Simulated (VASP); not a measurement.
Here is a VASP 6.6.1 calculation.

File INCAR:

```
  ALGO = Normal
  EDIFF = 1E-7
  ENCUT = 520
  GGA = PE
  ISIF = 2
  ISMEAR = 0
  LASPH = T
  LCHARG = F
  LREAL = F
  LWAVE = F
  NBANDS = 16
  NELM = 100
  PREC = Accurate
  SIGMA = 0.05
```

Contents of KPOINTS:

```
k-points
0
Gamma
  12 12 6
```

Contents of POSCAR:

```
AlN
1.0
    3.1302395627      0.0000000000      0.0000000000
   -1.5651197814      2.7108669813      0.0000000000
    0.0000000000      0.0000000000      5.0179796546
Al N
2 2
Direct
    0.1895743683      0.6666666667     -0.0879488083
    0.6666666667      0.3333333333      0.5017287175
    0.3333333333      0.6666666667      0.3832712825
    0.6666666667      0.3333333333      0.8832712825
```

Potentials or basis: VASP PAW PBE potentials, release 64 (Al, N).

Run with:

```bash
$ cat potpaw_PBE.64/Al/POTCAR potpaw_PBE.64/N/POTCAR > POTCAR
$ mpirun -np 1 vasp_std > vasp.out
```

(1) Estimate the largest force.

(2) Predict the pressure.

(3) What does it give for the band gap on the k mesh?

## Answers

(1) 19.955 eV/Å.

(2) 29.7 GPa.

(3) 2.80 eV.

Caveat: the cell differs from its parent crystal (atom 1 (Al) moved by (-0.450, -0.450) A along x and z); the stress differs along the axes, from -2 to 52 GPa; forces of over 1 eV/Å act on the atoms, so gaps and moduli don't describe the material at rest.
